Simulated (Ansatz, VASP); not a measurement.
## Two plane-wave programs on Al

```xyz
2
Lattice="2.8125 0.0000 0.0000 -1.4062 2.4357 0.0000 0.0000 0.0000 4.8669" Properties=species:S:1:pos:R:3 pbc="T T T"
Al    0.8062    0.5119    3.6501
Al    0.0000    1.6238    1.2167
```

Alike in both runs: task single point; functional PBE; dispersion D3(BJ); k mesh 18 × 18 × 10; occupations gaussian, width 0.15 eV; no spin polarisation.

```csv
,VASP,Ansatz
version,VASP 6.6.1,Ansatz 0.2.0
potentials or method,"VASP PAW PBE potentials, release 64 (Al), cutoff 520 eV","scalar-relativistic, plane waves, PAW"
valence electrons in the cell,6,6
```

```csv
,VASP,Ansatz,Ansatz less VASP
gap on the k mesh at the Fermi level (eV),none,none,-
pressure (GPa),-2.0,-2.0,+0.02
"traceless stress, the component that is largest in VASP (GPa)",0.45,0.44,-0.010
rms of the force components (eV/Å),0.055,0.055,+0.0001
```

Atom by atom the forces differ by 0.000 eV/Å (rms over components). A gap of «none» marks a metal or a gap that the smearing closes.
